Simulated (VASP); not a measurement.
# MoS2 (P6_3/mmc) in VASP: single point with PBE

Aim: the single point of MoS2 with PBE.

All numbers are computed with VASP 6.6.1; they aren't measurements. Logs are shortened: lines on timing, memory, paths and dates and some standing lists are left out, and cuts for length are marked.

## Step 1: The cell of the first run

It takes space group P6_3/mmc (No. 194, hexagonal). Conventional cell: a = 3.122 Å, b = 3.122 Å, c = 12.083 Å, α = 90.00°, β = 90.00°, γ = 120.00°. Mo (site symmetry -6m2) has 6 S at 2.38 Å and 6 Mo at 3.12 Å within 3.2 Å. S (site symmetry 3m) has 3 Mo at 2.38 Å and 7 S at 3.11 to 3.12 Å within 3.2 Å.

## Step 2: Single point, PBE

Contents of INCAR:

```
  PREC = Accurate
  ENCUT = 500
  EDIFF = 1E-6
  ISMEAR = 0
  SIGMA = 0.01
  LREAL = Auto
  LASPH = True
  NELM = 120
  ALGO = Normal
  ISIF = 2
  LWAVE = False
  LCHARG = False
  GGA = PE
  NBANDS = 267
  GGA_COMPAT = False
```

Contents of KPOINTS:

```
Automatic mesh
0
Gamma
  1 1 1
  0.25 0.25 0.25
```

Contents of POSCAR:

```
MoS2
1.0
    9.3669867963      0.0000000847      0.0000000000
   -4.6834934715      8.1120484801      0.0000000000
    0.0000000000      0.0000000000     12.0827026882
Mo S
18 36
Direct
    0.2222222222      0.1111111111      0.2500000000
    0.1111111111      0.2222222222      0.7500000000
    0.2222222222      0.4444444444      0.2500000000
    0.1111111111      0.5555555556      0.7500000000
    0.2222222222      0.7777777778      0.2500000000
    0.1111111111      0.8888888889      0.7500000000
    0.5555555556      0.1111111111      0.2500000000
    0.4444444444      0.2222222222      0.7500000000
    0.5555555556      0.4444444444      0.2500000000
    0.4444444444      0.5555555556      0.7500000000
    0.5555555556      0.7777777778      0.2500000000
    0.4444444444      0.8888888889      0.7500000000
    0.8888888889      0.1111111111      0.2500000000
    0.7777777778      0.2222222222      0.7500000000
    0.8888888889      0.4444444444      0.2500000000
    0.7777777778      0.5555555556      0.7500000000
    0.8888888889      0.7777777778      0.2500000000
    0.7777777778      0.8888888889      0.7500000000
    0.2222222222      0.1111111111      0.6213714248
    0.1111111111      0.2222222222      0.3786285752
    0.2222222222      0.1111111111      0.8786285752
    0.1111111111      0.2222222222      0.1213714248
    0.2222222222      0.4444444444      0.6213714248
    0.1111111111      0.5555555556      0.3786285752
    0.2222222222      0.4444444444      0.8786285752
    0.1111111111      0.5555555556      0.1213714248
    0.2222222222      0.7777777778      0.6213714248
    0.1111111111      0.8888888889      0.3786285752
    0.2222222222      0.7777777778      0.8786285752
    0.1111111111      0.8888888889      0.1213714248
    0.5555555556      0.1111111111      0.6213714248
    0.4444444444      0.2222222222      0.3786285752
    0.5555555556      0.1111111111      0.8786285752
    0.4444444444      0.2222222222      0.1213714248
    0.5555555556      0.4444444444      0.6213714248
    0.4444444444      0.5555555556      0.3786285752
    0.5555555556      0.4444444444      0.8786285752
    0.4444444444      0.5555555556      0.1213714248
    0.5555555556      0.7777777778      0.6213714248
    0.4444444444      0.8888888889      0.3786285752
    0.5555555556      0.7777777778      0.8786285752
    0.4444444444      0.8888888889      0.1213714248
    0.8888888889      0.1111111111      0.6213714248
    0.7777777778      0.2222222222      0.3786285752
    0.8888888889      0.1111111111      0.8786285752
    0.7777777778      0.2222222222      0.1213714248
    0.8888888889      0.4444444444      0.6213714248
    0.7777777778      0.5555555556      0.3786285752
    0.8888888889      0.4444444444      0.8786285752
    0.7777777778      0.5555555556      0.1213714248
    0.8888888889      0.7777777778      0.6213714248
    0.7777777778      0.8888888889      0.3786285752
    0.8888888889      0.7777777778      0.8786285752
    0.7777777778      0.8888888889      0.1213714248
```

Potentials or basis: VASP PAW PBE potentials, release 64 (Mo_sv, S).

Run with:

```bash
cat potpaw_PBE.64/Mo_sv/POTCAR potpaw_PBE.64/S/POTCAR > POTCAR
mpirun -np 1 vasp_std > vasp.out
```

OUTCAR:

```text
PREC = Accurate
   ENCUT = 500
   EDIFF = 1E-6
   ISMEAR = 0
   LREAL = Auto
   LASPH = True
   NELM = 120
   ISIF = 2
   GGA = PE

 ion  position               nearest neighbor table
   1  0.222  0.111  0.250-  28 2.38  30 2.38  20 2.38  22 2.38  32 2.38  34 2.38   3 3.12   5 3.12
                            17 3.12  13 3.12   9 3.12   7 3.12
   2  0.111  0.222  0.750-  23 2.38  25 2.38  19 2.38  21 2.38  43 2.38  45 2.38   6 3.12  18 3.12
                             8 3.12  14 3.12  10 3.12   4 3.12
   3  0.222  0.444  0.250-  20 2.38  22 2.38  36 2.38  38 2.38  24 2.38  26 2.38   1 3.12  13 3.12
                            15 3.12   5 3.12  11 3.12   9 3.12
   4  0.111  0.556  0.750-  27 2.38  29 2.38  47 2.38  49 2.38  23 2.38  25 2.38   6 3.12  12 3.12
                            10 3.12  16 3.12  14 3.12   2 3.12
   5  0.222  0.778  0.250-  24 2.38  26 2.38  28 2.38  30 2.38  40 2.38  42 2.38   1 3.12  17 3.12
                            15 3.12   7 3.12   3 3.12  11 3.12
   6  0.111  0.889  0.750-  19 2.38  21 2.38  27 2.38  29 2.38  51 2.38  53 2.38   4 3.12   2 3.12
                             8 3.12  16 3.12  12 3.12  18 3.12
   7  0.556  0.111  0.250-  40 2.38  42 2.38  44 2.38  46 2.38  32 2.38  34 2.38   9 3.12  11 3.12
                            15 3.12  13 3.12   5 3.12   1 3.12
   8  0.444  0.222  0.750-  35 2.38  37 2.38  19 2.38  21 2.38  31 2.38  33 2.38  12 3.12   6 3.12
                             2 3.12  10 3.12  16 3.12  14 3.12
   9  0.556  0.444  0.250-  32 2.38  34 2.38  48 2.38  50 2.38  36 2.38  38 2.38   7 3.12  15 3.12
[... 53 lines left out ...]
  53  0.889  0.778  0.879-  16 2.38  18 2.38   6 2.38
  54  0.778  0.889  0.121-  13 2.38  17 2.38  11 2.38

  LATTYP: Found a hexagonal cell.
 ALAT       =     9.3669867963
 C/A-ratio  =     1.2899241721

  Lattice vectors:

 A1 = (   9.3669867963,   0.0000000847,   0.0000000000)
 A2 = (  -4.6834934715,   8.1120484801,   0.0000000000)
 A3 = (   0.0000000000,   0.0000000000,  12.0827026882)

Analysis of symmetry for initial positions (statically):
=====================================================================
 Subroutine PRICEL returns following result:

  LATTYP: Found a hexagonal cell.
 ALAT       =     3.1223289318
 C/A-ratio  =     3.8697725167

  Lattice vectors:

 A1 = (   3.1223289318,   0.0000000282,   0.0000000000)
 A2 = (  -1.5611644903,   2.7040161598,   0.0000000000)
 A3 = (   0.0000000000,   0.0000000000,  12.0827026882)

   9 primitive cells build up your supercell.

 Routine SETGRP: Setting up the symmetry group for a
 hexagonal supercell.

 Subroutine GETGRP returns: Found 24 space group operations
 (whereof 12 operations were pure point group operations)
 out of a pool of 24 trial point group operations.

The static configuration has the point symmetry D_3d.
 The point group associated with its full space group is D_6h.

Analysis of symmetry for dynamics (positions and initial velocities):
=====================================================================
 Subroutine PRICEL returns following result:

  LATTYP: Found a hexagonal cell.
 ALAT       =     3.1223289318
 C/A-ratio  =     3.8697725167

  Lattice vectors:

 A1 = (   3.1223289318,   0.0000000282,   0.0000000000)
 A2 = (  -1.5611644903,   2.7040161598,   0.0000000000)
 A3 = (   0.0000000000,   0.0000000000,  12.0827026882)

   9 primitive cells build up your supercell.

 Routine SETGRP: Setting up the symmetry group for a
 hexagonal supercell.

 Subroutine GETGRP returns: Found 24 space group operations
 (whereof 12 operations were pure point group operations)
 out of a pool of 24 trial point group operations.

The dynamic configuration has the point symmetry D_3d.
 The point group associated with its full space group is D_6h.

 Subroutine INISYM returns: Found 24 space group operations
 (whereof 12 operations are pure point group operations),
 and found     9 'primitive' translations

----------------------------------------------------------------------------------------

                                     Primitive cell

  volume of cell :     102.0122

  direct lattice vectors                    reciprocal lattice vectors
     3.122328932  0.000000028  0.000000000     0.320273750  0.184910139  0.000000000
    -1.561164490  2.704016160  0.000000000    -0.000000003  0.369820273  0.000000000
     0.000000000  0.000000000 12.082702688     0.000000000  0.000000000  0.082762940

  length of vectors
     3.122328932  3.122328932 12.082702688     0.369820273  0.369820273  0.082762940

  position of ions in fractional coordinates (direct lattice)
     0.666666667  0.333333333  0.250000000
     0.333333333  0.666666667  0.750000000
     0.666666667  0.333333333  0.621371425
     0.333333333  0.666666667  0.378628575
     0.666666667  0.333333333  0.878628575
     0.333333333  0.666666667  0.121371425

  ion indices of the primitive-cell ions
   primitive index   ion index
                 1           1
                 2           2
                 3          19
                 4          20
                 5          21
                 6          22

----------------------------------------------------------------------------------------

 KPOINTS: Automatic mesh

Automatic generation of k-mesh.
 Grid dimensions read from file:
 generate k-points for:    1    1    1

 Generating k-lattice:

  Cartesian coordinates                     Fractional coordinates (reciprocal lattice)
     0.106757917  0.061636713  0.000000000     1.000000000  0.000000000  0.000000000
    -0.000000001  0.123273424  0.000000000     0.000000000  1.000000000  0.000000000
     0.000000000  0.000000000  0.082762940     0.000000000  0.000000000  1.000000000

  Length of vectors
     0.123273424  0.123273424  0.082762940

  Shift w.r.t. Gamma in fractional coordinates (k-lattice)
     0.250000000  0.250000000  0.250000000

 Subroutine IBZKPT returns following result:
 ===========================================

 Found      1 irreducible k-points:

 Following reciprocal coordinates:
            Coordinates               Weight
  0.250000  0.250000  0.250000     12.000000
   k-points           NKPTS =      1   k-points in BZ     NKDIM =      1   number of bands    NBANDS=    267
   number of dos      NEDOS =    301   number of ions     NIONS =     54
   total plane-waves  NPLWV = 441000
   dimension x,y,z NGX =    70 NGY =   70 NGZ =   90
   dimension x,y,z NGXF=   140 NGYF=  140 NGZF=  180
   ions per type =              18  36
   NGX,Y,Z   is equivalent  to a cutoff of  12.42, 12.42, 12.38 a.u.
   NGXF,Y,Z  is equivalent  to a cutoff of  24.85, 24.85, 24.77 a.u.
 SYSTEM =  unknown system
   PREC   = accura    normal or accurate (medium, high low for compatibility)
   ISTART =      0    job   : 0-new  1-cont  2-samecut
   ICHARG =      2    charge: 1-file 2-atom 10-const
   ISPIN  =      1    spin polarized calculation?
   LNONCOLLINEAR =      F non collinear calculations
   LSORBIT =      F    spin-orbit coupling
   LASPH  =      T    aspherical Exc in radial PAW
   ENCUT  =  500.0 eV  36.75 Ry    6.06 a.u.  17.08 17.08 22.03*2*pi/ulx,y,z
   NELM   =    120;   NELMIN=  2; NELMDL= -5     # of ELM steps
   EDIFF  = 0.1E-05   stopping-criterion for ELM
   LREAL  =      T    real-space projection
   EDIFFG = 0.1E-04   stopping-criterion for IOM
   NSW    =      0    number of steps for IOM
   IBRION =     -1    ionic relax: 0-MD 1-quasi-New 2-CG
   NFREE  =      0    steps in history (QN), initial steepest desc. (CG)
   ISIF   =      2    stress and relaxation
   ISYM   =      2    0-nonsym 1-usesym 2-fastsym
   POTIM  = 0.5000    time-step for ionic-motion
   TEBEG  =    0.0;   TEEND  =   0.0 temperature during run
   PSTRESS=    0.0 pullay stress
   NELECT =     468.0000    total number of electrons
   NUPDOWN=      -1.0000    fix difference up-down
   EMIN   =  10.00;   EMAX   =-10.00  energy-range for DOS
   EFERMI =   0.00;   METHOD = LEGACY
   ISMEAR =     0;   SIGMA  =   0.01  broadening in eV -4-tet -1-fermi 0-gaus
   EFERMI_NEDOS =   21; number of points for ismear=-14 and -15
   IALGO  =     38    algorithm
   IMIX   =      4    mixing-type and parameters
     AMIX     =   0.40;   BMIX     =  1.00
     AMIX_MAG =   1.60;   BMIX_MAG =  1.00
  volume/ion in A,a.u.               =      17.00       114.74
  Fermi-wavevector in a.u.,A,eV,Ry     =   1.307752  2.471292 23.268878  1.710214
  Thomas-Fermi vector in A             =   2.438465
   LORBIT       =      0    0 simple, 1 ext, 2 COOP (PROOUT), +10 PAW based schemes
   GGA     = PE    functional components
   LHFCALC =     F    Hartree Fock is set to
   AEXX    =    0.0000 exact exchange contribution
   IVDW    =     0    specifies the selected vdW correction
   LEPSILON=     F    determine dielectric tensor
   LRPA    =     F    only Hartree local field effects (RPA)
 non-spin polarized calculation
 Gauss-broadening in eV      SIGMA  =   0.01
  energy-cutoff  :      500.00
  volume of cell :      918.11
 maximum number of plane-waves:     23331
 NGX is ok and might be reduce to    70
   NGX = 35   NGY = 35   NGZ = 45

 number of electron     468.0000025 magnetization

 Free energy of the ion-electron system (eV)
  ---------------------------------------------------
  ext. energy  EPLUGINS =         0.00000000
  ---------------------------------------------------
  free energy    TOTEN  =      -391.13276941 eV

  energy without entropy =     -391.13276941  energy(sigma->0) =     -391.13276941

 E-fermi :   7.6043     XC(G=0): -11.0880

 val. band max:        7.5136902956   @ k =   0.2500   0.2500   0.2500
 cond. band min:       9.2217578429   @ k =   0.2500   0.2500   0.2500
 fundamental gap:      1.7080675473
 Fermi energy:         7.6043103231

 k-point     1 :       0.2500    0.2500    0.2500
  band No.  band energies     occupation
      1     -53.3686      2.00000
      2     -53.3686      2.00000
      3     -53.3580      2.00000
      4     -53.3580      2.00000
      5     -53.3580      2.00000
      6     -53.3580      2.00000
[... 238 lines left out ...]
    245       9.8204      0.00000
    246       9.8435      0.00000
 [bands above 246 left out]

------------------------ aborting loop because EDIFF is reached ----------------------------------------

  FORCE on cell =-STRESS in cart. coord.  units (eV):
  Direction    XX          YY          ZZ          XY          YZ          ZX
  --------------------------------------------------------------------------------------
  -------------------------------------------------------------------------------------
  Total       45.5020440     45.5020440     48.9099547      0.0000000      0.0000000      0.0000000
  in kB       79.4048357     79.4048357     85.3519222      0.0000000      0.0000000      0.0000000
  external PRESSURE =      81.3871979 kB  Pullay stress =       0.0000000 kB

 VOLUME and BASIS-vectors are now :
 -----------------------------------------------------------------------------
  energy-cutoff  :      500.00
  volume of cell :      918.11
      direct lattice vectors                 reciprocal lattice vectors
     9.366986796  0.000000085  0.000000000     0.106757917  0.061636713  0.000000000
    -4.683493472  8.112048480  0.000000000    -0.000000001  0.123273424  0.000000000
     0.000000000  0.000000000 12.082702688     0.000000000  0.000000000  0.082762940

 POSITION                                       TOTAL-FORCE (eV/Angst)
 -----------------------------------------------------------------------------------
      1.56116      0.90134      3.02068         0.000000     -0.000000     -0.000000
     -0.00000      1.80268      9.06203         0.000000      0.000000     -0.000000
     -0.00000      3.60535      3.02068        -0.000000      0.000000     -0.000000
     -1.56116      4.50669      9.06203         0.000000      0.000000     -0.000000
     -1.56116      6.30937      3.02068        -0.000000     -0.000000     -0.000000
     -3.12233      7.21071      9.06203         0.000000      0.000000     -0.000000
[... 46 lines left out ...]
      4.68349      6.30937     10.61621         0.000000     -0.000000      0.501230
      3.12233      7.21071      1.46649        -0.000000     -0.000000     -0.501230
 -----------------------------------------------------------------------------------
    total drift:                               -0.000000      0.000000      0.000000

  FREE ENERGIE OF THE ION-ELECTRON SYSTEM (eV)
  ---------------------------------------------------
  free  energy   TOTEN  =      -391.1327694053 eV

  energy  without entropy=     -391.1327694053  energy(sigma->0) =     -391.13276941
```

Wall time 9.7 min (1 thread of Intel Xeon Platinum 8375C at 2.90GHz (Ice Lake), shared host); peak memory 0.88 GiB.

Results:

```yaml
Free_energy: -391.1328 eV
Pressure: 8.1 GPa
Largest_force: 0.501 eV/Å
Band_gap_on_the_k_mesh: 1.71 eV
```

Forces on the atoms (eV/Å):
```
Mo   0.000  0.000  0.000
Mo   0.000  0.000  0.000
Mo   0.000  0.000  0.000
Mo   0.000  0.000  0.000
Mo   0.000  0.000  0.000
Mo   0.000  0.000  0.000
Mo   0.000  0.000  0.000
Mo   0.000  0.000  0.000
Mo   0.000  0.000  0.000
Mo   0.000  0.000  0.000
Mo   0.000  0.000  0.000
Mo   0.000  0.000  0.000
Mo   0.000  0.000  0.000
Mo   0.000  0.000  0.000
Mo   0.000  0.000  0.000
Mo   0.000  0.000  0.000
Mo   0.000  0.000  0.000
Mo   0.000  0.000  0.000
S    0.000  0.000 -0.501
S    0.000  0.000  0.501
S    0.000  0.000  0.501
S    0.000  0.000 -0.501
S    0.000  0.000 -0.501
S    0.000  0.000  0.501
S    0.000  0.000  0.501
S    0.000  0.000 -0.501
S    0.000  0.000 -0.501
S    0.000  0.000  0.501
S    0.000  0.000  0.501
S    0.000  0.000 -0.501
S    0.000  0.000 -0.501
S    0.000  0.000  0.501
S    0.000  0.000  0.501
S    0.000  0.000 -0.501
S    0.000  0.000 -0.501
S    0.000  0.000  0.501
S    0.000  0.000  0.501
S    0.000  0.000 -0.501
S    0.000  0.000 -0.501
S    0.000  0.000  0.501
S    0.000  0.000  0.501
S    0.000  0.000 -0.501
S    0.000  0.000 -0.501
S    0.000  0.000  0.501
S    0.000  0.000  0.501
S    0.000  0.000 -0.501
S    0.000  0.000 -0.501
S    0.000  0.000  0.501
S    0.000  0.000  0.501
S    0.000  0.000 -0.501
S    0.000  0.000 -0.501
S    0.000  0.000  0.501
S    0.000  0.000  0.501
S    0.000  0.000 -0.501
```

Caveat: the k points lie up to 0.77 Å⁻¹ apart; a shifted mesh leaves out Γ, where band edges can lie; this functional lacks dispersion, which binds layers or chains, so the pressure and a relaxed spacing across them are unreliable. A k mesh can miss the band edges.
